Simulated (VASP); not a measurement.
# PtSe2 (P-3m1) in VASP: a series of runs

Runs on PtSe2. Level: PBE. Tasks: single point.

Everything below comes from runs of VASP 6.6.1. Logs are shortened: lines on timing, memory, paths and dates and some standing lists are left out, and cuts for length are marked.

## (1) The cell of the first run

It takes space group P-3m1 (No. 164, trigonal). The conventional cell has a = 4.022 Å, b = 4.022 Å, c = 5.467 Å, α = 90.00°, β = 90.00°, γ = 120.00°. Within 3.6 Å of Pt (site symmetry -3m) lie 6 Se at 2.69 Å. Within 3.6 Å of Se (site symmetry 3m) lie 3 Pt at 2.69 Å and 6 Se at 3.59 Å.

## (2) Single point, PBE (strain +0.080 along x and y, +0.080 along z)

INCAR

```
SYSTEM = PtSe2
PREC = Accurate
ENCUT = 520
EDIFF = 1E-7
ISMEAR = 0
SIGMA = 0.15
LREAL = .False.
LASPH = .True.
NELM = 80
ALGO = Normal
ISIF = 2
LWAVE = .False.
LCHARG = .False.
GGA = PE
NBANDS = 18
```

KPOINTS

```
Automatic mesh
0
Gamma
  12 12 10
  0 0 0
```

POSCAR

```
PtSe2
1.0
    4.0219206530      0.0000000000      0.0000000000
   -2.0109603265      3.4830854575      0.0000000000
    0.0000000000      0.0000000000      5.4669600000
Pt Se
1 2
Direct
    0.0000000000      0.0000000000      0.0000000000
    0.3333333333      0.6666666667      0.2500000000
    0.6666666667      0.3333333333      0.7500000000
```

Potentials or basis: VASP PAW PBE potentials, release 64 (Pt, Se).

The run is started by

```bash
$ cat potpaw_PBE.64/Pt/POTCAR potpaw_PBE.64/Se/POTCAR > POTCAR
$ mpirun -np 1 vasp_std > vasp.out
```

OUTCAR:

```text
SYSTEM = PtSe2
   PREC = Accurate
   ENCUT = 520
   EDIFF = 1E-7
   ISMEAR = 0
   LREAL = .False.
   LASPH = .True.
   NELM = 80
   ISIF = 2
   GGA = PE

 ion  position               nearest neighbor table
   1  0.000  0.000  0.000-   2 2.69   3 2.69   2 2.69   3 2.69   3 2.69   2 2.69
   2  0.333  0.667  0.250-   1 2.69   1 2.69   1 2.69
   3  0.667  0.333  0.750-   1 2.69   1 2.69   1 2.69

  LATTYP: Found a hexagonal cell.
 ALAT       =     4.0219206530
 C/A-ratio  =     1.3592908642

  Lattice vectors:

 A1 = (   4.0219206530,   0.0000000000,   0.0000000000)
 A2 = (  -2.0109603265,   3.4830854575,   0.0000000000)
 A3 = (   0.0000000000,   0.0000000000,   5.4669600000)

Analysis of symmetry for initial positions (statically):
=====================================================================
 Subroutine PRICEL returns:
 Original cell was already a primitive cell.

 Routine SETGRP: Setting up the symmetry group for a
 hexagonal supercell.

 Subroutine GETGRP returns: Found 12 space group operations
 (whereof 12 operations were pure point group operations)
 out of a pool of 24 trial point group operations.

The static configuration has the point symmetry D_3d.

Analysis of symmetry for dynamics (positions and initial velocities):
=====================================================================
 Subroutine PRICEL returns:
 Original cell was already a primitive cell.

 Routine SETGRP: Setting up the symmetry group for a
 hexagonal supercell.

 Subroutine GETGRP returns: Found 12 space group operations
 (whereof 12 operations were pure point group operations)
 out of a pool of 24 trial point group operations.

The dynamic configuration has the point symmetry D_3d.

 Subroutine INISYM returns: Found 12 space group operations
 (whereof 12 operations are pure point group operations),
 and found     1 'primitive' translations

----------------------------------------------------------------------------------------

                                     Primitive cell

  volume of cell :      76.5850

  direct lattice vectors                    reciprocal lattice vectors
     4.021920653  0.000000000  0.000000000     0.248637426  0.143550885  0.000000000
    -2.010960326  3.483085458  0.000000000     0.000000000  0.287101770  0.000000000
     0.000000000  0.000000000  5.466960000     0.000000000  0.000000000  0.182917014

  length of vectors
     4.021920653  4.021920653  5.466960000     0.287101770  0.287101770  0.182917014

  position of ions in fractional coordinates (direct lattice)
     0.000000000  0.000000000  0.000000000
     0.333333333  0.666666667  0.250000000
     0.666666667  0.333333333  0.750000000

  ion indices of the primitive-cell ions
   primitive index   ion index
                 1           1
                 2           2
                 3           3

----------------------------------------------------------------------------------------

 KPOINTS: Automatic mesh

Automatic generation of k-mesh.
 Grid dimensions read from file:
 generate k-points for:   12   12   10

 Generating k-lattice:

  Cartesian coordinates                     Fractional coordinates (reciprocal lattice)
     0.020719786  0.011962574  0.000000000     0.083333333 -0.000000000  0.000000000
     0.000000000  0.023925148  0.000000000     0.000000000  0.083333333  0.000000000
     0.000000000  0.000000000  0.018291701     0.000000000  0.000000000  0.100000000

  Length of vectors
     0.023925148  0.023925148  0.018291701

  Shift w.r.t. Gamma in fractional coordinates (k-lattice)
     0.000000000  0.000000000  0.000000000

 Subroutine IBZKPT returns following result:
 ===========================================

 Found    162 irreducible k-points:

 Following reciprocal coordinates:
            Coordinates               Weight
  0.000000  0.000000  0.000000      1.000000
  0.083333 -0.000000  0.000000      6.000000
  0.166667 -0.000000  0.000000      6.000000
  0.250000 -0.000000  0.000000      6.000000
  0.333333 -0.000000  0.000000      6.000000
[... 52 lines left out ...]
      2      -8.8968      2.00000
      3      -1.7009      2.00000
      4      -0.6426      2.00000
      5      -0.3467      2.00000
      6       0.2037      2.00000
[... 10 lines left out ...]
     17      11.2716      0.00000
     18      13.0210      0.00000

 k-point     7 :       0.5000   -0.0000    0.0000
  band No.  band energies     occupation
      1      -9.1584      2.00000
      2      -9.0003      2.00000
      3      -1.8637      2.00000
      4      -0.6233      2.00000
      5      -0.2224      2.00000
      6       0.5326      2.00000
[... 10 lines left out ...]
     17      11.1769      0.00000
     18      13.6494      0.00000

 k-point     8 :       0.0833    0.0833    0.0000
  band No.  band energies     occupation
      1     -10.0912      2.00000
      2      -8.6195      2.00000
      3      -1.4979      2.00000
      4      -0.9921      2.00000
      5      -0.9880      2.00000
      6       0.6010      2.00000
[... 10 lines left out ...]
     17      11.4956      0.00000
     18      12.8882      0.00000
[... 229 lines left out ...]
     17      12.0800      0.00000
     18      13.0465      0.00000

 k-point    20 :       0.0000    0.0000    0.1000
  band No.  band energies     occupation
      1     -10.2118      2.00000
      2      -8.6272      2.00000
      3      -1.6213      2.00000
      4      -1.0899      2.00000
      5      -1.0899      2.00000
      6       0.8243      2.00000
[... 10 lines left out ...]
     17      10.9258      0.00000
     18      14.0537      0.00000

 k-point    21 :       0.0833   -0.0000    0.1000
  band No.  band energies     occupation
      1     -10.1619      2.00000
      2      -8.6391      2.00000
      3      -1.5610      2.00000
      4      -1.0579      2.00000
      5      -1.0460      2.00000
      6       0.7501      2.00000
[... 10 lines left out ...]
     17      10.9635      0.00000
     18      13.2588      0.00000

 k-point    22 :       0.0000    0.0833    0.1000
  band No.  band energies     occupation
      1     -10.1623      2.00000
      2      -8.6380      2.00000
      3      -1.5718      2.00000
      4      -1.0647      2.00000
      5      -1.0337      2.00000
      6       0.7314      2.00000
[... 10 lines left out ...]
     17      11.2509      0.00000
     18      13.3051      0.00000

 k-point    23 :       0.1667   -0.0000    0.1000
  band No.  band energies     occupation
      1     -10.0178      2.00000
      2      -8.6759      2.00000
      3      -1.3688      2.00000
      4      -0.9563      2.00000
      5      -0.9409      2.00000
      6       0.4243      2.00000
[... 10 lines left out ...]
     17      11.2680      0.00000
     18      12.3121      0.00000

 k-point    24 :       0.0000    0.1667    0.1000
  band No.  band energies     occupation
      1     -10.0216      2.00000
      2      -8.6677      2.00000
      3      -1.4566      2.00000
      4      -0.9793      2.00000
      5      -0.8684      2.00000
      6       0.3370      2.00000
[... 10 lines left out ...]
     17      11.8247      0.00000
     18      12.3209      0.00000

 [... further k-points ...]
[... 5 lines left out ...]
  --------------------------------------------------------------------------------------
  -------------------------------------------------------------------------------------
  Total       -6.7570823     -6.7570823     -4.4851376      0.0000000      0.0000000      0.0000000
  in kB     -141.3599121   -141.3599121    -93.8302397      0.0000000      0.0000000      0.0000000
  external PRESSURE =    -125.5166880 kB  Pullay stress =       0.0000000 kB

 VOLUME and BASIS-vectors are now :
 -----------------------------------------------------------------------------
  energy-cutoff  :      520.00
  volume of cell :       76.58
      direct lattice vectors                 reciprocal lattice vectors
     4.021920653  0.000000000  0.000000000     0.248637426  0.143550885  0.000000000
    -2.010960326  3.483085458  0.000000000     0.000000000  0.287101770  0.000000000
     0.000000000  0.000000000  5.466960000     0.000000000  0.000000000  0.182917014

 POSITION                                       TOTAL-FORCE (eV/Angst)
 -----------------------------------------------------------------------------------
      0.00000      0.00000      0.00000         0.000000      0.000000      0.000000
     -0.00000      2.32206      1.36674        -0.000000      0.000000     -1.435829
      2.01096      1.16103      4.10022        -0.000000     -0.000000      1.435829
 -----------------------------------------------------------------------------------
    total drift:                                0.000000      0.000000     -0.000000

  FREE ENERGIE OF THE ION-ELECTRON SYSTEM (eV)
  ---------------------------------------------------
  free  energy   TOTEN  =       -13.6970354539 eV

  energy  without entropy=      -13.6896693761  energy(sigma->0) =      -13.69335242
```

Run time: 1.8 min. Hardware: 1 thread of Intel Xeon Platinum 8559C (Emerald Rapids), shared host; peak memory 0.36 GiB.

Results:

```yaml
Free_energy: -13.6970 eV
Pressure: -12.6 GPa
Largest_force: 1.436 eV/Å
Band_gap_on_the_k_mesh: zero (band 11 reaches 3.95 eV, above the bottom of band 12 at 3.62 eV)
```

Forces on the atoms (eV/Å):
```
Pt   0.000  0.000  0.000
Se   0.000  0.000 -1.436
Se   0.000  0.000  1.436
```

Caveat: the cell differs from its parent crystal (strain +0.080 along x and y, +0.080 along z); spin-orbit coupling is left out, which moves the levels of the heavy elements; forces of over 1 eV/Å act on the atoms, so gaps and moduli don't describe the material at rest.

## (3) Single point, PBE (strain -0.080 along x and y, -0.080 along z)

INCAR: that of step 2 with these lines changed.

```diff
@@ -3,3 +3,3 @@
 ENCUT = 520
-EDIFF = 1E-7
+EDIFF = 1E-6
 ISMEAR = 0
@@ -8,3 +8,3 @@
 LASPH = .True.
-NELM = 80
+NELM = 60
 ALGO = Normal
```

KPOINTS is that of step 2.

POSCAR

```
PtSe2
1.0
    3.4260805562      0.0000000000      0.0000000000
   -1.7130402781      2.9670727971      0.0000000000
    0.0000000000      0.0000000000      4.6570400000
Pt Se
1 2
Direct
    0.0000000000      0.0000000000      0.0000000000
    0.3333333333      0.6666666667      0.2500000000
    0.6666666667      0.3333333333      0.7500000000
```

Potentials or basis: VASP PAW PBE potentials, release 64 (Pt, Se).

The run is started by

```bash
$ cat potpaw_PBE.64/Pt/POTCAR potpaw_PBE.64/Se/POTCAR > POTCAR
$ mpirun -np 1 vasp_std > vasp.out
```

Wall time 69 s (1 thread of AMD EPYC 9R45 (Zen 5), shared host); peak memory 0.24 GiB.

Results (log left out):

```
Free energy            : -11.4066 eV
Pressure               : 72.4 GPa
Largest force          : 5.408 eV/Å
Band gap on the k mesh : zero (band 11 reaches 10.76 eV, above the bottom of band 12 at 10.57 eV)
```

Forces on the atoms (eV/Å):
```
Pt   0.000  0.000  0.000
Se   0.000  0.000  5.408
Se   0.000  0.000 -5.408
```

Stress tensor (GPa, compression positive):
```
80.99  0.00  0.00
 0.00 80.99  0.00
 0.00  0.00 55.21
```

Levels at points of the mesh, in eV from the Fermi level:
| k point | band 7 | band 8 | band 9 | band 10 | band 11 | band 12 | band 13 | band 14 | band 15 | band 16 |
| --- | --- | --- | --- | --- | --- | --- | --- | --- | --- | --- |
| (0.00, 0.00, 0.00) | -5.94 | -3.60 | -1.52 | -1.52 | 0.16 | 1.74 | 1.74 | 2.96 | 6.23 | 6.93 |
| (0.50, 0.00, 0.00) | -5.36 | -5.13 | -4.96 | -4.91 | -3.67 | 0.69 | 3.24 | 5.29 | 5.66 | 6.77 |
| (0.00, 0.00, 0.50) | -5.99 | -4.15 | -2.12 | -2.12 | -1.47 | 3.17 | 3.17 | 4.24 | 6.54 | 6.54 |
| (0.50, 0.00, 0.50) | -5.15 | -5.06 | -4.54 | -4.02 | -1.88 | 0.99 | 2.46 | 3.87 | 5.36 | 6.62 |

Caveat: the cell differs from its parent crystal (strain -0.080 along x and y, -0.080 along z); spin-orbit coupling is left out, which moves the levels of the heavy elements; forces of over 1 eV/Å act on the atoms, so gaps and moduli don't describe the material at rest.

## (4) Single point, PBE (strain -0.080 along x and y, -0.040 along z)

INCAR

```
SYSTEM = PtSe2
ALGO = Normal
EDIFF = 1E-6
ENCUT = 520
GGA = PE
ISIF = 2
ISMEAR = 0
LASPH = .True.
LCHARG = .True.
LELF = .True.
LREAL = .False.
LVHAR = .True.
LWAVE = .False.
NBANDS = 18
NELM = 80
PREC = Accurate
SIGMA = 0.15
```

KPOINTS

```
k-points
0
Gamma
  12 12 10
  0 0 0
```

POSCAR: that of step 3 with these lines changed.

```diff
@@ -4,3 +4,3 @@
    -1.7130402781      2.9670727971      0.0000000000
-    0.0000000000      0.0000000000      4.6570400000
+    0.0000000000      0.0000000000      4.8595200000
 Pt Se
```

The run is started by

```bash
$ cat potpaw_PBE.64/Pt/POTCAR potpaw_PBE.64/Se/POTCAR > POTCAR
$ mpirun -np 1 vasp_std > vasp.out
```

Wall time 80 s (1 thread of AMD EPYC 9R45 (Zen 5), shared host); peak memory 0.25 GiB.

Results (log left out):

* Free energy: -12.0494 eV
* Pressure: 59.3 GPa
* Largest force: 4.415 eV/Å
* Band gap on the k mesh: zero (band 11 reaches 9.95 eV, above the bottom of band 12 at 9.77 eV)

Forces in eV/Å, atoms in the order of the input:
```
Pt   0.000  0.000  0.000
Se   0.000  0.000  4.415
Se   0.000  0.000 -4.415
```

Stress tensor (GPa, compression positive):
```
66.45  0.00  0.00
 0.00 66.45  0.00
 0.00  0.00 44.99
```

Levels at points of the mesh, in eV from the Fermi level:
```tsv
k point	band 8	band 9	band 10	band 11	band 12	band 13	band 14	band 15
(0.00, 0.00, 0.00)	-3.56	-1.28	-1.28	0.15	1.89	1.89	3.33	6.01
(0.50, 0.00, 0.00)	-4.72	-4.49	-4.42	-3.56	0.73	3.05	5.40	5.57
(0.00, 0.00, 0.50)	-4.04	-1.79	-1.79	-1.57	3.06	3.06	4.36	6.91
(0.50, 0.00, 0.50)	-4.73	-4.24	-3.62	-1.94	1.15	2.48	3.97	4.95
```

Caveat: the cell differs from its parent crystal (strain -0.080 along x and y, -0.040 along z); spin-orbit coupling is left out, which moves the levels of the heavy elements; forces of over 1 eV/Å act on the atoms, so gaps and moduli don't describe the material at rest.

## (5) Single point, PBE (strain -0.080 along x and y, +0.000 along z)

INCAR

```
SYSTEM = PtSe2
PREC = Accurate ; ENCUT = 520
EDIFF = 1E-6 ; ISMEAR = 0
SIGMA = 0.15 ; LREAL = .False.
LASPH = .True. ; NELM = 60
ALGO = Normal ; ISIF = 2
LWAVE = .False. ; LCHARG = .False.
GGA = PE ; NBANDS = 18
```

KPOINTS

```
Automatic mesh
0
Gamma
  12 12 10
  0 0 0
```

POSCAR: that of step 4 with these lines changed.

```diff
@@ -4,3 +4,3 @@
    -1.7130402781      2.9670727971      0.0000000000
-    0.0000000000      0.0000000000      4.8595200000
+    0.0000000000      0.0000000000      5.0620000000
 Pt Se
```

The run is started by

```bash
$ cat potpaw_PBE.64/Pt/POTCAR potpaw_PBE.64/Se/POTCAR > POTCAR
$ mpirun -np 1 vasp_std > vasp.out
```

It took 2 min on 1 thread of AMD EPYC 9R45 (Zen 5), shared host; peak memory 0.26 GiB.

It converged, with:

```yaml
Free_energy: -12.5682 eV
Pressure: 48.0 GPa
Largest_force: 3.459 eV/Å
Band_gap_on_the_k_mesh: zero (band 11 reaches 9.14 eV, above the bottom of band 12 at 9.06 eV)
```

Forces on the atoms (eV/Å):
```
Pt   0.000  0.000  0.000
Se   0.000  0.000  3.459
Se   0.000  0.000 -3.459
```

Stress tensor (GPa, compression positive):
```
54.05  0.00  0.00
 0.00 54.05  0.00
 0.00  0.00 35.89
```

Levels at points of the mesh, in eV from the Fermi level:
```
           k point  band 8  band 9  band 10  band 11  band 12  band 13  band 14  band 15
(0.00, 0.00, 0.00)   -3.50   -1.03    -1.03     0.09     2.03     2.03     3.72     5.81
(0.50, 0.00, 0.00)   -4.31   -4.13    -3.91    -3.40     0.79     2.90     5.46     5.54
(0.00, 0.00, 0.50)   -3.93   -1.67    -1.45    -1.45     2.98     2.98     4.55     7.27
(0.50, 0.00, 0.50)   -4.32   -3.85    -3.23    -1.99     1.29     2.50     4.11     4.62
```

Caveat: the cell differs from its parent crystal (strain -0.080 along x and y, +0.000 along z); spin-orbit coupling is left out, which moves the levels of the heavy elements; forces of over 1 eV/Å act on the atoms, so gaps and moduli don't describe the material at rest.

## (6) Single point, PBE (strain -0.040 along x and y, -0.080 along z)

INCAR

```
ALGO = Normal
EDIFF = 1E-6
ENCUT = 520
GGA = PE
ISIF = 2
ISMEAR = 0
LASPH = T
LCHARG = F
LREAL = F
LWAVE = F
NBANDS = 18
NELM = 100
PREC = Accurate
SIGMA = 0.15
```

KPOINTS

```
k-points
0
Gamma
  12 12 10
```

POSCAR

```
PtSe2
1.0
    3.5750405804      0.0000000000      0.0000000000
   -1.7875202902      3.0960759622      0.0000000000
    0.0000000000      0.0000000000      4.6570400000
Pt Se
1 2
Direct
    0.0000000000      0.0000000000      0.0000000000
    0.3333333333      0.6666666667      0.2500000000
    0.6666666667      0.3333333333      0.7500000000
```

Potentials or basis: VASP PAW PBE potentials, release 64 (Pt, Se).

The run is started by

```bash
$ cat potpaw_PBE.64/Pt/POTCAR potpaw_PBE.64/Se/POTCAR > POTCAR
$ mpirun -np 1 vasp_std > vasp.out
```

Run time: 2.3 min. Hardware: 1 thread of AMD EPYC 9R45 (Zen 5), shared host; peak memory 0.25 GiB.

It converged, with:

* Free energy: -13.0153 eV
* Pressure: 39.9 GPa
* Largest force: 3.271 eV/Å
* Band gap on the k mesh: zero (band 11 reaches 9.50 eV, above the bottom of band 12 at 9.09 eV)

Forces in eV/Å, atoms in the order of the input:
```
Pt   0.000  0.000  0.000
Se   0.000  0.000  3.271
Se   0.000  0.000 -3.271
```

Stress tensor (GPa, compression positive):
```
44.06  0.00  0.00
 0.00 44.06  0.00
 0.00  0.00 31.65
```

Levels at points of the mesh, in eV from the Fermi level:
| k point | band 8 | band 9 | band 10 | band 11 | band 12 | band 13 | band 14 | band 15 |
| --- | --- | --- | --- | --- | --- | --- | --- | --- |
| (0.00, 0.00, 0.00) | -3.06 | -1.46 | -1.46 | 0.41 | 1.50 | 1.50 | 2.93 | 5.31 |
| (0.50, 0.00, 0.00) | -4.62 | -4.56 | -4.44 | -3.41 | 0.65 | 2.97 | 5.02 | 5.91 |
| (0.00, 0.00, 0.50) | -3.60 | -2.06 | -2.06 | -1.59 | 2.82 | 2.82 | 4.63 | 6.33 |
| (0.50, 0.00, 0.50) | -4.48 | -4.00 | -3.73 | -1.54 | 0.91 | 1.90 | 4.36 | 5.35 |

Caveat: the cell differs from its parent crystal (strain -0.040 along x and y, -0.080 along z); spin-orbit coupling is left out, which moves the levels of the heavy elements; forces of over 1 eV/Å act on the atoms, so gaps and moduli don't describe the material at rest.

## (7) Overview

| cell | gap on the mesh (eV) | pressure (GPa) | largest force (eV/Å) |
| --- | --- | --- | --- |
| a = 4.022, b = 4.022, c = 5.467 Å, angles 90.0, 90.0, 120.0°, 3 atoms | none | -12.6 | 1.44 |
| a = 3.426, b = 3.426, c = 4.657 Å, angles 90.0, 90.0, 120.0°, 3 atoms | none | 72.4 | 5.41 |
| a = 3.426, b = 3.426, c = 4.860 Å, angles 90.0, 90.0, 120.0°, 3 atoms | none | 59.3 | 4.42 |
| a = 3.426, b = 3.426, c = 5.062 Å, angles 90.0, 90.0, 120.0°, 3 atoms | none | 48.0 | 3.46 |
| a = 3.575, b = 3.575, c = 4.657 Å, angles 90.0, 90.0, 120.0°, 3 atoms | none | 39.9 | 3.27 |

Alike in all rows: task single point; level PBE; potentials or basis VASP PAW PBE potentials, release 64 (Pt, Se); no spin polarisation; k mesh 12 × 12 × 10; cutoff (eV) 520; smearing gaussian 0.15 eV.

Caveats: spin-orbit coupling is left out, which moves the levels of the heavy elements; forces of over 1 eV/Å act on the atoms, so gaps and moduli don't describe the material at rest.

Total energies depend on the potentials used, so only differences within one code and one set of settings carry meaning.
